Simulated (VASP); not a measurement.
# InSb3 (Pm-3m) in VASP: vibrations by perturbation theory with PBEsol

Aim: the vibrations by perturbation theory of InSb3 with PBEsol.

Program: VASP 6.6.1. These are calculated values, not measurements. Logs are shortened: lines on timing, memory, paths and dates and some standing lists are left out, and cuts for length are marked.

## Step 1: The cell of the first run

The structure is cubic, space group Pm-3m (No. 221). The conventional cell has a = 4.806 Å, b = 4.806 Å, c = 4.806 Å, α = 90.00°, β = 90.00°, γ = 90.00°. Within 4.5 Å of Sb (site symmetry 4/mmm) lie 8 Sb at 3.40 Å and 4 In at 3.40 Å. Within 4.5 Å of In (site symmetry m-3m) lie 12 Sb at 3.40 Å.

## Step 2: Vibrations by perturbation theory, PBEsol

INCAR

```
SYSTEM = InSb3
ALGO = Normal
EDIFF = 1E-8
ENCUT = 520
GGA = PS
IBRION = 8
ISIF = 2
ISMEAR = -1
LASPH = .True.
LCHARG = .False.
LREAL = .False.
LWAVE = .False.
NELM = 60
NSW = 1
PREC = Accurate
SIGMA = 0.05
```

KPOINTS

```
k-points
0
Gamma
  6 6 6
  0 0 0
```

POSCAR

```
InSb3
1.0
    4.8063670000      0.0000000000      0.0000000000
    0.0000000000      4.8063670000      0.0000000000
    0.0000000000      0.0000000000      4.8063670000
Sb In
3 1
Direct
    0.5000000000      0.5000000000      0.0000000000
    0.0000000000      0.5000000000      0.5000000000
    0.5000000000      0.0000000000      0.5000000000
    0.0000000000      0.0000000000      0.0000000000
```

Potentials or basis: VASP PAW PBE potentials, release 64 (Sb, In_d).

Launch:

```console
$ cat potpaw_PBE.64/Sb/POTCAR potpaw_PBE.64/In_d/POTCAR > POTCAR
$ mpirun -np 1 vasp_std > vasp.out
```

OUTCAR:

```text
SYSTEM = InSb3
   EDIFF = 1E-8
   ENCUT = 520
   GGA = PS
   IBRION = 8
   ISIF = 2
   ISMEAR = -1
   LASPH = .True.
   LREAL = .False.
   NELM = 60
   NSW = 1
   PREC = Accurate

 ion  position               nearest neighbor table
   1  0.500  0.500  0.000-   2 3.40   3 3.40   4 3.40   2 3.40   3 3.40   3 3.40   4 3.40   3 3.40
                             2 3.40   4 3.40   2 3.40   4 3.40
   2  0.000  0.500  0.500-   1 3.40   3 3.40   4 3.40   1 3.40   4 3.40   3 3.40   4 3.40   4 3.40
                             1 3.40   3 3.40   1 3.40   3 3.40
   3  0.500  0.000  0.500-   1 3.40   2 3.40   4 3.40   1 3.40   4 3.40   1 3.40   2 3.40   1 3.40
                             2 3.40   4 3.40   4 3.40   2 3.40
   4  0.000  0.000  0.000-   1 3.40   2 3.40   3 3.40   2 3.40   3 3.40   1 3.40   2 3.40   2 3.40
                             1 3.40   3 3.40   3 3.40   1 3.40

  LATTYP: Found a simple cubic cell.
 ALAT       =     4.8063670000

  Lattice vectors:

 A1 = (   4.8063670000,   0.0000000000,   0.0000000000)
 A2 = (   0.0000000000,   4.8063670000,   0.0000000000)
 A3 = (   0.0000000000,   0.0000000000,   4.8063670000)

Analysis of symmetry for initial positions (statically):
=====================================================================
 Subroutine PRICEL returns:
 Original cell was already a primitive cell.

 Routine SETGRP: Setting up the symmetry group for a
 simple cubic supercell.

 Subroutine GETGRP returns: Found 48 space group operations
 (whereof 48 operations were pure point group operations)
 out of a pool of 48 trial point group operations.

The static configuration has the point symmetry O_h .

Analysis of symmetry for dynamics (positions and initial velocities):
=====================================================================
 Subroutine PRICEL returns:
 Original cell was already a primitive cell.

 Routine SETGRP: Setting up the symmetry group for a
 simple cubic supercell.

 Subroutine GETGRP returns: Found 48 space group operations
 (whereof 48 operations were pure point group operations)
 out of a pool of 48 trial point group operations.

The dynamic configuration has the point symmetry O_h .

 Subroutine INISYM returns: Found 48 space group operations
 (whereof 48 operations are pure point group operations),
 and found     1 'primitive' translations

----------------------------------------------------------------------------------------

                                     Primitive cell

  volume of cell :     111.0327

  direct lattice vectors                    reciprocal lattice vectors
     4.806367000  0.000000000  0.000000000     0.208057354  0.000000000  0.000000000
     0.000000000  4.806367000  0.000000000     0.000000000  0.208057354  0.000000000
     0.000000000  0.000000000  4.806367000     0.000000000  0.000000000  0.208057354

  length of vectors
     4.806367000  4.806367000  4.806367000     0.208057354  0.208057354  0.208057354

  position of ions in fractional coordinates (direct lattice)
     0.500000000  0.500000000  0.000000000
     0.000000000  0.500000000  0.500000000
     0.500000000  0.000000000  0.500000000
     0.000000000  0.000000000  0.000000000

  ion indices of the primitive-cell ions
   primitive index   ion index
                 1           1
                 2           2
                 3           3
                 4           4

----------------------------------------------------------------------------------------
[... 114 lines left out ...]

 E-fermi :   7.6908     XC(G=0): -10.1787

 val. band max:        7.6831387894   @ k =   0.5000   0.3333   0.0000
 cond. band min:       7.7528078067   @ k =   0.1667   0.1667   0.1667
 fundamental gap:      0.0696690173
 Fermi energy:         7.6907640146

 k-point     1 :       0.0000    0.0000    0.0000
  band No.  band energies     occupation
      1      -6.7533      2.00000
      2      -6.7533      2.00000
      3      -6.7366      2.00000
      4      -6.7366      2.00000
      5      -6.7366      2.00000
      6      -4.4951      2.00000
[... 397 lines left out ...]
      5      -6.7200      2.00000
      6      -1.3086      2.00000
[... 10 lines left out ...]
     17      11.2477      0.00000
     18      11.2477      0.00000

------------------------ aborting loop because EDIFF is reached ----------------------------------------

  FORCE on cell =-STRESS in cart. coord.  units (eV):
  Direction    XX          YY          ZZ          XY          YZ          ZX
  --------------------------------------------------------------------------------------
  -------------------------------------------------------------------------------------
  Total       -1.8746503     -1.8746503     -1.8746503      0.0000000     -0.0000000      0.0000000
  in kB      -27.0507962    -27.0507962    -27.0507962      0.0000000     -0.0000000      0.0000000
  external PRESSURE =     -27.0507962 kB  Pullay stress =       0.0000000 kB

 VOLUME and BASIS-vectors are now :
 -----------------------------------------------------------------------------
  energy-cutoff  :      520.00
  volume of cell :      111.03
      direct lattice vectors                 reciprocal lattice vectors
     4.806367000  0.000000000  0.000000000     0.208057354  0.000000000  0.000000000
     0.000000000  4.806367000  0.000000000     0.000000000  0.208057354  0.000000000
     0.000000000  0.000000000  4.806367000     0.000000000  0.000000000  0.208057354

 POSITION                                       TOTAL-FORCE (eV/Angst)
 -----------------------------------------------------------------------------------
      2.40318      2.40318      0.00000         0.000000      0.000000      0.000000
      0.00000      2.40318      2.40318         0.000000      0.000000      0.000000
      2.40318      0.00000      2.40318         0.000000      0.000000      0.000000
      0.00000      0.00000      0.00000         0.000000      0.000000      0.000000
 -----------------------------------------------------------------------------------
    total drift:                               -0.000000     -0.000000     -0.000000

  FREE ENERGIE OF THE ION-ELECTRON SYSTEM (eV)
  ---------------------------------------------------
  free  energy   TOTEN  =       -16.0192092056 eV

  energy  without entropy=      -15.9977633172  energy(sigma->0) =      -16.00848626

[... ionic steps 2 to 12 ...]

--------------------------------------- Ionic step       13  -------------------------------------------

 Free energy of the ion-electron system (eV)
  ---------------------------------------------------
  ---------------------------------------------------
  free energy    TOTEN  =        -0.23937159 eV

  energy without entropy =       -0.23937160

------------------------ aborting loop because EDIFF is reached ----------------------------------------

 INTERNAL STRAIN TENSOR  FOR ION    4  DIRECTION 1   (eV/Angst):
 -----------------------------------------------------------------------------
     0.01628 -0.00000 -0.00000
     0.00000 -0.00343  0.00000
     0.00000  0.00000 -0.00343

 INTERNAL STRAIN TENSOR FOR ION    4 for displacements in x,y,z  (eV/Angst):
          X           Y           Z          XY          YZ          ZX
  --------------------------------------------------------------------------------
  x     0.00000     0.00000     0.00000     0.00000     0.00000     0.00000
  y     0.00000     0.00000     0.00000     0.00000     0.00000     0.00000
  z     0.00000     0.00000     0.00000     0.00000     0.00000     0.00000

 SECOND DERIVATIVES (NOT SYMMETRIZED)
 ------------------------------------
               1X          1Y          1Z          2X          2Y          2Z          3X          3Y          3Z          4X          4Y          4Z
  1X    -0.273512    0.000000    0.000000    0.162965    0.000000    0.000000   -0.835911    0.000000    0.000000    0.946459    0.000000    0.000000
  1Y     0.000000   -0.273512    0.000000    0.000000   -0.835911    0.000000    0.000000    0.162965    0.000000    0.000000    0.946459    0.000000
  1Z     0.000000   -0.000000    0.363633   -0.000000    0.000000    0.161533    0.000000    0.000000    0.161533    0.000000    0.000000   -0.686700
  2X     0.161533   -0.000000   -0.000000    0.363633   -0.000000    0.000000    0.161533   -0.000000   -0.000000   -0.686700   -0.000000    0.000000
  2Y     0.000000   -0.835911    0.000000    0.000000   -0.273512    0.000000    0.000000    0.162965    0.000000    0.000000    0.946459    0.000000
  2Z     0.000000    0.000000    0.162965    0.000000    0.000000   -0.273512    0.000000    0.000000   -0.835911    0.000000    0.000000    0.946459
  3X    -0.835911    0.000000    0.000000    0.162965    0.000000    0.000000   -0.273512    0.000000    0.000000    0.946459    0.000000    0.000000
  3Y    -0.000000    0.161533   -0.000000    0.000000    0.161533   -0.000000   -0.000000    0.363633    0.000000   -0.000000   -0.686700    0.000000
  3Z     0.000000    0.000000    0.162965    0.000000    0.000000   -0.835911    0.000000    0.000000   -0.273512    0.000000    0.000000    0.946459
  4X     0.948721   -0.000000    0.000000   -0.689317   -0.000000   -0.000000    0.948721    0.000000    0.000000   -1.208124   -0.000000   -0.000000
  4Y    -0.000000    0.948721    0.000000    0.000000    0.948721   -0.000000   -0.000000   -0.689317   -0.000000   -0.000000   -1.208124   -0.000000
  4Z    -0.000000   -0.000000   -0.689317    0.000000   -0.000000    0.948721   -0.000000    0.000000    0.948721    0.000000    0.000000   -1.208124

 Eigenvectors and eigenvalues of the dynamical matrix
 ----------------------------------------------------

   1 f  =    2.339379 THz    14.698749 2PiTHz   78.033271 cm-1     9.674888 meV
             X         Y         Z           dx          dy          dz
      2.403183  2.403183  0.000000    -0.453296    0.082005   -0.000000
      0.000000  2.403183  2.403183     0.211750    0.082005   -0.000000
      2.403183  0.000000  2.403183    -0.453296   -0.038307   -0.000000
      0.000000  0.000000  0.000000     0.715902   -0.129513   -0.000000
[... 71 lines left out ...]
  12 f/i=    1.184924 THz     7.445095 2PiTHz   39.524799 cm-1     4.900448 meV
             X         Y         Z           dx          dy          dz
      2.403183  2.403183  0.000000    -0.170244    0.069792    0.061911
      0.000000  2.403183  2.403183     0.772225    0.069792   -0.013649
      2.403183  0.000000  2.403183    -0.170244   -0.316575   -0.013649
      0.000000  0.000000  0.000000    -0.444001    0.182019   -0.035597

--------------------------------------------------------------------------------------------------------

 ELASTIC MODULI CONTR FROM IONIC RELAXATION (kBar)
 Direction    XX          YY          ZZ          XY          YZ          ZX
 --------------------------------------------------------------------------------
 XX           0.0000      0.0000      0.0000      0.0000      0.0000      0.0000
 YY           0.0000      0.0000      0.0000      0.0000      0.0000      0.0000
 ZZ           0.0000      0.0000      0.0000      0.0000      0.0000      0.0000
 XY           0.0000      0.0000      0.0000      0.0000      0.0000      0.0000
 YZ           0.0000      0.0000      0.0000      0.0000      0.0000      0.0000
 ZX           0.0000      0.0000      0.0000      0.0000      0.0000      0.0000
 --------------------------------------------------------------------------------
```

It took 4.3 min on 1 thread of AMD EPYC 9R45 (Zen 5), shared host; peak memory 0.42 GiB.

Results:

```yaml
Highest_phonon_frequency_at_Γ_LO-TO_splitting_left_out: 78 cm⁻¹
Most_unstable_mode: 40i cm⁻¹
```

Phonon frequencies in cm⁻¹ (negative: imaginary):
```tsv
q point	frequencies
(0.000, 0.000, 0.000)	-40 -40 -40 -35 -35 -35 0 0 0 78 78 78
```

Caveat: the cell stands under pressure or tension, which shifts response properties; some modes are imaginary; the PAW data sets were made with another functional, which shifts forces and pressure a little; spin-orbit coupling is left out, which moves the levels of the heavy elements.
